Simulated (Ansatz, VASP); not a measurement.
**Al2O3: VASP beside Ansatz**

```
CELL_PARAMETERS angstrom
2.40394 1.38792 4.37421
-2.40394 1.38792 4.37421
0.00000 -2.77583 4.37421
ATOMIC_POSITIONS crystal
Al 0.64792 0.64792 0.64792
Al 0.85208 0.85208 0.85208
Al 0.14792 0.14792 0.14792
Al 0.35208 0.35208 0.35208
O 0.44366 0.05634 0.75000
O 0.94366 0.25000 0.55634
O 0.05634 0.75000 0.44366
O 0.75000 0.44366 0.05634
O 0.25000 0.55634 0.94366
O 0.55634 0.94366 0.25000
```

Alike in both runs: functional PBE; k mesh 2 × 2 × 2; no spin polarisation.

Ansatz relaxed the structure, and its values are those at the end. VASP's run is a single point on that final structure, the one shown.

|  | VASP | Ansatz |
| --- | --- | --- |
| version | VASP 6.6.1 | Ansatz 0.2.0 |
| potentials or method | VASP PAW PBE potentials, release 64 (Al, O), cutoff 520 eV | plane-wave PAW DFT |
| occupations | gaussian, width 0.01 eV | fixed |
| valence electrons in the cell | 48 | 48 |

VASP gave:

| Quantity | Value |
| --- | --- |
| gap on the k mesh at the Fermi level (eV) | 5.85 |
| rms of the force components (eV/Å) | 0.012 |

Which values does Ansatz return?

gap on the k mesh at the Fermi level (eV): 5.85; rms of the force components (eV/Å): 0.009.

The k mesh is coarse, so the values compare programs but aren't converged.
